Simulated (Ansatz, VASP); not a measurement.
# One calculation of SnO, two programs

Contents of INCAR:

```
SYSTEM = SnO
ALGO = Normal ; EDIFF = 1E-6
ENCUT = 520 ; GGA = CA
ISIF = 2 ; ISMEAR = 0
LASPH = .TRUE. ; LCHARG = .TRUE.
LELF = .TRUE. ; LREAL = .FALSE.
LVHAR = .TRUE. ; LWAVE = .FALSE.
NBANDS = 28 ; NELM = 80
PREC = Accurate ; SIGMA = 0.05
```

KPOINTS

```
k-points
0
G
  8 6 6
  0 0 0
```

POSCAR

```
SnO
1.0
    3.4388801250      0.0000000000      0.0000000000
    0.0000000000      5.6741040000      0.0000000000
    0.0000000000      0.0000000000      4.2219700000
Sn O
2 2
Direct
    0.0000000000      0.2319090000      0.5131440000
    0.5000000000      0.7680910000      0.0131440000
    0.0000000000      0.8912500000      0.7368570000
    0.5000000000      0.1087500000      0.2368570000
```

Input for Ansatz:

```yaml
crystal:
  lattice:
    - [3.438880125, 0.0, 0.0]
    - [0.0, 5.674104, 0.0]
    - [0.0, 0.0, 4.22197]
  atoms:
    - { symbol: Sn, position: [0.0, 0.231909, 0.513144] }
    - { symbol: Sn, position: [0.5, 0.768091, 0.013144] }
    - { symbol: O, position: [0.0, 0.89125, 0.736857] }
    - { symbol: O, position: [0.5, 0.10875, 0.236857] }
basis:
  ecutwfc: 420
kpoints:
  mp_grid: { grid: [8, 6, 6] }
hamiltonian:
  xc: lda
scf:
  occupations: { method: gaussian, width: 0.05 }
output:
  forces: true
  stress: true
  eigenvalues: true
  write_density: true
  write_potential: true
  elf: true
  volumetric_format: npy
```

Change from the starting cell: strain +0.0250 x Voigt [1, 0, 0, 0, 0, 0], atoms carried along.

Alike in both runs: task single point; functional LDA; k mesh 8 × 6 × 6; occupations gaussian, width 0.05 eV; no spin polarisation.

```csv
,VASP,Ansatz
version,VASP 6.6.1,Ansatz 0.2.0
potentials or method,"VASP PAW LDA potentials, release 64 (Sn_d, O), cutoff 520 eV","scalar-relativistic, plane waves, PAW"
valence electrons in the cell,40,40
```

|  | VASP | Ansatz | Ansatz less VASP |
| --- | --- | --- | --- |
| gap on the k mesh at the Fermi level (eV) | 1.32 | 1.35 | +0.025 |
| least direct gap on the mesh (eV) | 2.05 | 2.08 | +0.030 |
| pressure (GPa) | -6.9 | -7.2 | -0.24 |
| traceless stress, the component that is largest in VASP (GPa) | -2.20 | -2.21 | -0.012 |
| rms of the force components (eV/Å) | 0.397 | 0.435 | +0.0380 |

LDA's correlation is that of Perdew and Zunger in VASP and of Perdew and Wang (1992) in Ansatz. Atom by atom the forces differ by 0.039 eV/Å (rms over components).
